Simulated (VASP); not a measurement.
# Ag3SnSe (Pm-3m) in VASP: relaxation of cell and atoms with PBE

Aim: the relaxation of cell and atoms of Ag3SnSe with PBE.

Everything below comes from runs of VASP 6.6.1. Logs are shortened: lines on timing, memory, paths and dates and some standing lists are left out, and cuts for length are marked.

## 1. The cell of the first run

Symmetry: Pm-3m, No. 221, cubic system. Conventional cell: a = 5.064 Å, b = 5.064 Å, c = 5.064 Å, α = 90.00°, β = 90.00°, γ = 90.00°. Within 3.3 Å of Ag (site symmetry 4/mmm) lie 2 Se at 2.53 Å. Within 4.7 Å of Sn (site symmetry m-3m) lie 12 Ag at 3.58 Å and 8 Se at 4.39 Å. Se (site symmetry m-3m) has 6 Ag at 2.53 Å within 3.3 Å.

The cell was built from a structure type or drawn by symmetry, and may not be a known phase.

## 2. Relaxation of cell and atoms, PBE

Input file INCAR:

```
PREC = Accurate
ENCUT = 600
EDIFF = 1E-7
ISMEAR = 0
SIGMA = 0.1
LREAL = False
LASPH = True
NELM = 100
ALGO = Normal
ISIF = 3
LWAVE = False
LCHARG = False
GGA = PE
IBRION = 2
NSW = 100
EDIFFG = -0.01
```

Input file KPOINTS:

```
regular mesh
0
Gamma
  8 8 8
```

Input file POSCAR:

```
Ag3SnSe
1.0
    5.0642390823      0.0000000000      0.0000000000
    0.0000000000      5.0642390823      0.0000000000
    0.0000000000      0.0000000000      5.0642390823
Ag Sn Se
3 1 1
Direct
    0.5000000000      0.0000000000      0.5000000000
    0.0000000000      0.5000000000      0.5000000000
    0.5000000000      0.5000000000      0.0000000000
    0.0000000000      0.0000000000      0.0000000000
    0.5000000000      0.5000000000      0.5000000000
```

Potentials or basis: VASP PAW PBE potentials, release 64 (Ag, Sn_d, Se).

The run is started by

```console
> cat potpaw_PBE.64/Ag/POTCAR potpaw_PBE.64/Sn_d/POTCAR potpaw_PBE.64/Se/POTCAR > POTCAR
> mpirun -np 1 vasp_std > vasp.out
```

OUTCAR:

```text
PREC = Accurate
   ENCUT = 600
   EDIFF = 1E-7
   ISMEAR = 0
   LREAL = False
   LASPH = True
   NELM = 100
   ISIF = 3
   GGA = PE
   IBRION = 2
   NSW = 100
   EDIFFG = -0.01

 ion  position               nearest neighbor table
   1  0.500  0.000  0.500-   5 2.53   5 2.53   4 3.58   2 3.58   3 3.58   4 3.58   2 3.58   3 3.58
                             3 3.58   3 3.58   2 3.58   4 3.58   4 3.58   2 3.58
   2  0.000  0.500  0.500-   5 2.53   5 2.53   4 3.58   1 3.58   3 3.58   4 3.58   1 3.58   4 3.58
                             4 3.58   1 3.58   3 3.58   3 3.58   3 3.58   1 3.58
   3  0.500  0.500  0.000-   5 2.53   5 2.53   4 3.58   1 3.58   1 3.58   2 3.58   2 3.58   1 3.58
                             4 3.58   1 3.58   2 3.58   4 3.58   2 3.58   4 3.58
   4  0.000  0.000  0.000-   1 3.58   2 3.58   3 3.58   1 3.58   2 3.58   2 3.58   3 3.58   2 3.58
                             1 3.58   3 3.58   1 3.58   3 3.58
   5  0.500  0.500  0.500-   1 2.53   2 2.53   3 2.53   3 2.53   1 2.53   2 2.53

  LATTYP: Found a simple cubic cell.
 ALAT       =     5.0642390823

  Lattice vectors:

 A1 = (   5.0642390823,   0.0000000000,   0.0000000000)
 A2 = (   0.0000000000,   5.0642390823,   0.0000000000)
 A3 = (   0.0000000000,   0.0000000000,   5.0642390823)

Analysis of symmetry for initial positions (statically):
=====================================================================
 Subroutine PRICEL returns:
 Original cell was already a primitive cell.

 Routine SETGRP: Setting up the symmetry group for a
 simple cubic supercell.

 Subroutine GETGRP returns: Found 48 space group operations
 (whereof 48 operations were pure point group operations)
 out of a pool of 48 trial point group operations.

The static configuration has the point symmetry O_h .

Analysis of symmetry for dynamics (positions and initial velocities):
=====================================================================
 Subroutine PRICEL returns:
 Original cell was already a primitive cell.

 Routine SETGRP: Setting up the symmetry group for a
 simple cubic supercell.

 Subroutine GETGRP returns: Found 48 space group operations
 (whereof 48 operations were pure point group operations)
 out of a pool of 48 trial point group operations.

The dynamic configuration has the point symmetry O_h .

 Subroutine INISYM returns: Found 48 space group operations
 (whereof 48 operations are pure point group operations),
 and found     1 'primitive' translations

----------------------------------------------------------------------------------------

                                     Primitive cell

  volume of cell :     129.8801

  direct lattice vectors                    reciprocal lattice vectors
     5.064239082  0.000000000  0.000000000     0.197463031  0.000000000  0.000000000
     0.000000000  5.064239082  0.000000000     0.000000000  0.197463031  0.000000000
     0.000000000  0.000000000  5.064239082     0.000000000  0.000000000  0.197463031

  length of vectors
     5.064239082  5.064239082  5.064239082     0.197463031  0.197463031  0.197463031

  position of ions in fractional coordinates (direct lattice)
     0.500000000  0.000000000  0.500000000
     0.000000000  0.500000000  0.500000000
     0.500000000  0.500000000  0.000000000
     0.000000000  0.000000000  0.000000000
     0.500000000  0.500000000  0.500000000

  ion indices of the primitive-cell ions
   primitive index   ion index
                 1           1
                 2           2
                 3           3
                 4           4
                 5           5

----------------------------------------------------------------------------------------

 KPOINTS: regular mesh

Automatic generation of k-mesh.
 Grid dimensions read from file:
 generate k-points for:    8    8    8

 Generating k-lattice:

  Cartesian coordinates                     Fractional coordinates (reciprocal lattice)
     0.024682879  0.000000000  0.000000000     0.125000000  0.000000000  0.000000000
     0.000000000  0.024682879  0.000000000     0.000000000  0.125000000  0.000000000
     0.000000000  0.000000000  0.024682879     0.000000000  0.000000000  0.125000000

  Length of vectors
     0.024682879  0.024682879  0.024682879

  Shift w.r.t. Gamma in fractional coordinates (k-lattice)
     0.000000000  0.000000000  0.000000000

 Subroutine IBZKPT returns following result:
 ===========================================

 Found     35 irreducible k-points:

 Following reciprocal coordinates:
            Coordinates               Weight
  0.000000  0.000000  0.000000      1.000000
  0.125000  0.000000  0.000000      6.000000
  0.250000  0.000000  0.000000      6.000000
  0.375000  0.000000  0.000000      6.000000
  0.500000  0.000000  0.000000      3.000000
  0.125000  0.125000  0.000000     12.000000
[... 16 lines left out ...]
  0.375000  0.375000  0.125000     24.000000
  0.500000  0.375000  0.125000     24.000000
 [... further k-points ...]
   k-points           NKPTS =     35   k-points in BZ     NKDIM =     35   number of bands    NBANDS=     31
   number of dos      NEDOS =    301   number of ions     NIONS =      5
   total plane-waves  NPLWV =  64000
   dimension x,y,z NGX =    40 NGY =   40 NGZ =   40
   dimension x,y,z NGXF=    80 NGYF=   80 NGZF=   80
   ions per type =               3   1   1
   NGX,Y,Z   is equivalent  to a cutoff of  13.13, 13.13, 13.13 a.u.
   NGXF,Y,Z  is equivalent  to a cutoff of  26.26, 26.26, 26.26 a.u.
 SYSTEM =  unknown system
   PREC   = accura    normal or accurate (medium, high low for compatibility)
   ISTART =      0    job   : 0-new  1-cont  2-samecut
   ICHARG =      2    charge: 1-file 2-atom 10-const
   ISPIN  =      1    spin polarized calculation?
   LNONCOLLINEAR =      F non collinear calculations
   LSORBIT =      F    spin-orbit coupling
   LASPH  =      T    aspherical Exc in radial PAW
   ENCUT  =  600.0 eV  44.10 Ry    6.64 a.u.  10.11 10.11 10.11*2*pi/ulx,y,z
   NELM   =    100;   NELMIN=  2; NELMDL= -5     # of ELM steps
   EDIFF  = 0.1E-06   stopping-criterion for ELM
   LREAL  =      F    real-space projection
   EDIFFG = -.1E-01   stopping-criterion for IOM
   NSW    =    100    number of steps for IOM
   IBRION =      2    ionic relax: 0-MD 1-quasi-New 2-CG
   NFREE  =      1    steps in history (QN), initial steepest desc. (CG)
   ISIF   =      3    stress and relaxation
   ISYM   =      2    0-nonsym 1-usesym 2-fastsym
   POTIM  = 0.5000    time-step for ionic-motion
   TEBEG  =    0.0;   TEEND  =   0.0 temperature during run
   PSTRESS=    0.0 pullay stress
   NELECT =      53.0000    total number of electrons
   NUPDOWN=      -1.0000    fix difference up-down
   EMIN   =  10.00;   EMAX   =-10.00  energy-range for DOS
   EFERMI =   0.00;   METHOD = LEGACY
   ISMEAR =     0;   SIGMA  =   0.10  broadening in eV -4-tet -1-fermi 0-gaus
   EFERMI_NEDOS =   21; number of points for ismear=-14 and -15
   IALGO  =     38    algorithm
   IMIX   =      4    mixing-type and parameters
     AMIX     =   0.40;   BMIX     =  1.00
     AMIX_MAG =   1.60;   BMIX_MAG =  1.00
  volume/ion in A,a.u.               =      25.98       175.29
  Fermi-wavevector in a.u.,A,eV,Ry     =   1.214281  2.294659 20.061501  1.474479
  Thomas-Fermi vector in A             =   2.349706
   LORBIT       =      0    0 simple, 1 ext, 2 COOP (PROOUT), +10 PAW based schemes
   GGA     = PE    functional components
   LHFCALC =     F    Hartree Fock is set to
   AEXX    =    0.0000 exact exchange contribution
   IVDW    =     0    specifies the selected vdW correction
   LEPSILON=     F    determine dielectric tensor
   LRPA    =     F    only Hartree local field effects (RPA)
 conjugate gradient relaxation of ions
 non-spin polarized calculation
 Gauss-broadening in eV      SIGMA  =   0.10
  energy-cutoff  :      600.00
  volume of cell :      129.88
 maximum number of plane-waves:      4385
   NGX = 21   NGY = 21   NGZ = 21

--------------------------------------- Ionic step        1  -------------------------------------------

 number of electron      52.9999996 magnetization

 Free energy of the ion-electron system (eV)
  ---------------------------------------------------
  ext. energy  EPLUGINS =         0.00000000
  ---------------------------------------------------
  free energy    TOTEN  =       -13.63119625 eV

  energy without entropy =      -13.61395468  energy(sigma->0) =      -13.62257547

------------------------ aborting loop because EDIFF is reached ----------------------------------------

  FORCE on cell =-STRESS in cart. coord.  units (eV):
  Direction    XX          YY          ZZ          XY          YZ          ZX
  --------------------------------------------------------------------------------------
  -------------------------------------------------------------------------------------
  Total        0.2625887      0.2625887      0.2625887      0.0000000      0.0000000      0.0000000
  in kB        3.2392466      3.2392466      3.2392466      0.0000000      0.0000000      0.0000000
  external PRESSURE =       3.2392466 kB  Pullay stress =       0.0000000 kB

 VOLUME and BASIS-vectors are now :
 -----------------------------------------------------------------------------
  energy-cutoff  :      600.00
  volume of cell :      129.88
      direct lattice vectors                 reciprocal lattice vectors
     5.064239082  0.000000000  0.000000000     0.197463031  0.000000000  0.000000000
     0.000000000  5.064239082  0.000000000     0.000000000  0.197463031  0.000000000
     0.000000000  0.000000000  5.064239082     0.000000000  0.000000000  0.197463031

 POSITION                                       TOTAL-FORCE (eV/Angst)
 -----------------------------------------------------------------------------------
      2.53212      0.00000      2.53212         0.000000      0.000000      0.000000
      0.00000      2.53212      2.53212         0.000000      0.000000      0.000000
      2.53212      2.53212      0.00000         0.000000      0.000000      0.000000
      0.00000      0.00000      0.00000         0.000000      0.000000      0.000000
      2.53212      2.53212      2.53212         0.000000      0.000000      0.000000
 -----------------------------------------------------------------------------------
    total drift:                               -0.000000     -0.000000     -0.000000

  FREE ENERGIE OF THE ION-ELECTRON SYSTEM (eV)
  ---------------------------------------------------
  free  energy   TOTEN  =       -13.6311962545 eV

  energy  without entropy=      -13.6139546800  energy(sigma->0) =      -13.62257547

--------------------------------------- Ionic step        2  -------------------------------------------

 number of electron      52.9999996 magnetization

 Free energy of the ion-electron system (eV)
  ---------------------------------------------------
  ext. energy  EPLUGINS =         0.00000000
  ---------------------------------------------------
  free energy    TOTEN  =       -13.63213529 eV

  energy without entropy =      -13.61484102  energy(sigma->0) =      -13.62348815

 E-fermi :   5.2381     XC(G=0):  -9.7792

 val. band max:        5.2367240816   @ k =   0.5000   0.3750   0.1250
 cond. band min:       5.2711152565   @ k =   0.3750   0.1250   0.1250
 fundamental gap:      0.0343911748
 Fermi energy:         5.2381257890

 k-point     1 :       0.0000    0.0000    0.0000
  band No.  band energies     occupation
      1     -16.5509      2.00000
      2     -16.5509      2.00000
      3     -16.5509      2.00000
      4     -16.5499      2.00000
      5     -16.5499      2.00000
      6      -9.5028      2.00000
[... 23 lines left out ...]
     30       6.0416      0.00000
     31       6.0416      0.00000

 k-point     2 :       0.1250    0.0000    0.0000
  band No.  band energies     occupation
      1     -16.5509      2.00000
      2     -16.5509      2.00000
      3     -16.5509      2.00000
      4     -16.5499      2.00000
      5     -16.5497      2.00000
      6      -9.4748      2.00000
[... 740 lines left out ...]
 k-point    24 :       0.5000    0.3750    0.1250
  band No.  band energies     occupation
      1     -16.5516      2.00000
      2     -16.5512      2.00000
      3     -16.5511      2.00000
      4     -16.5489      2.00000
      5     -16.5477      2.00000
      6      -9.0921      2.00000
[... 23 lines left out ...]
     30       8.0692      0.00000
     31       8.7175      0.00000

 [... further k-points ...]
[... 5 lines left out ...]
  --------------------------------------------------------------------------------------
  -------------------------------------------------------------------------------------
  Total       -0.0104349     -0.0104349     -0.0104349      0.0000000      0.0000000     -0.0000000
  in kB       -0.1277496     -0.1277496     -0.1277496      0.0000000      0.0000000     -0.0000000
  external PRESSURE =      -0.1277496 kB  Pullay stress =       0.0000000 kB

 VOLUME and BASIS-vectors are now :
 -----------------------------------------------------------------------------
  energy-cutoff  :      600.00
  volume of cell :      130.87
      direct lattice vectors                 reciprocal lattice vectors
     5.077069814  0.000000000  0.000000000     0.196964004  0.000000000 -0.000000000
     0.000000000  5.077069814  0.000000000    -0.000000000  0.196964004 -0.000000000
     0.000000000  0.000000000  5.077069814    -0.000000000 -0.000000000  0.196964004

 POSITION                                       TOTAL-FORCE (eV/Angst)
 -----------------------------------------------------------------------------------
      2.53853      0.00000      2.53853        -0.000000     -0.000000     -0.000000
      0.00000      2.53853      2.53853        -0.000000     -0.000000     -0.000000
      2.53853      2.53853      0.00000         0.000000      0.000000      0.000000
      0.00000      0.00000      0.00000         0.000000      0.000000     -0.000000
      2.53853      2.53853      2.53853         0.000000      0.000000     -0.000000
 -----------------------------------------------------------------------------------
    total drift:                               -0.000000     -0.000000     -0.000000

  FREE ENERGIE OF THE ION-ELECTRON SYSTEM (eV)
  ---------------------------------------------------
  free  energy   TOTEN  =       -13.6321352897 eV

  energy  without entropy=      -13.6148410178  energy(sigma->0) =      -13.62348815

 reached required accuracy - stopping structural energy minimisation
```

It took 84 s on 1 thread of Intel Xeon 6975P-C (Granite Rapids), shared host; peak memory 0.37 GiB.

What came out:

```yaml
Free_energy: -13.6321 eV
Relaxed_volume: 26.17 Å³/atom
Relaxed_cell: a = 5.077 Å, b = 5.077 Å, c = 5.077 Å, α = 90.00°, β = 90.00°, γ = 90.00°
Space_group_after_relaxing_to_0.1_Å: Pm-3m (No. 221)
Energy_gained_by_relaxing: 0.2 meV/atom
Ionic_steps: 2
Pressure_after_relaxing: 0.0 GPa
Band_gap_on_the_k_mesh: zero (an odd number of electrons rules out a gap without spin polarisation)
```

Step by step:
| step | energy change (eV) | largest force (eV/Å) | pressure (GPa) | volume (Å³) |
| --- | --- | --- | --- | --- |
| 1 | 0.0000 | 0.0000 | 0.32 | 129.88 |
| 2 | -0.0009 | 0.0000 | -0.01 | 130.87 |

Final structure:
```
Ag Sn Se
1.0
     5.07707    0.00000    0.00000
     0.00000    5.07707    0.00000
     0.00000    0.00000    5.07707
Ag Sn Se
3 1 1
Direct
  0.50000 0.00000 0.50000
  0.00000 0.50000 0.50000
  0.50000 0.50000 0.00000
  0.00000 0.00000 0.00000
  0.50000 0.50000 0.50000
```

Caveat: spin-orbit coupling is left out, which moves the levels of the heavy elements.
